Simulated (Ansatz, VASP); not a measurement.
**Two plane-wave programs on ZnSe**

```
Zn Se
1.0
     0.00000    2.46555    2.95771
     2.95771    0.00000    2.95771
     2.95771    2.46555    0.00000
Zn Se
1 1
Direct
  0.00000 0.00000 0.00000
  0.75000 0.75000 0.75000
```

Alike in both runs: task single point; functional LDA; k mesh 10 × 10 × 10; occupations gaussian, width 0.05 eV; no spin polarisation.

```csv
,VASP,Ansatz
version,VASP 6.6.1,Ansatz 0.2.0
potentials or method,"VASP PAW LDA potentials, release 64 (Zn, Se), cutoff 520 eV","scalar-relativistic, plane waves, PAW"
valence electrons in the cell,18,28
```

|  | VASP | Ansatz | Ansatz less VASP |
| --- | --- | --- | --- |
| gap on the k mesh at the Fermi level (eV) | 0.88 | 0.84 | -0.043 |
| least direct gap on the mesh (eV) | 0.88 | 0.84 | -0.043 |
| pressure (GPa) | -0.5 | -0.8 | -0.37 |
| traceless stress, the component that is largest in VASP (GPa) | 3.22 | 3.28 | +0.053 |

Ansatz warns that its potentials were made for another functional, while VASP's fit it. LDA's correlation is that of Perdew and Zunger in VASP and of Perdew and Wang (1992) in Ansatz. VASP's potentials hold 18 valence electrons a cell and Ansatz's 28, so a difference there can come from the potentials and not from the codes.
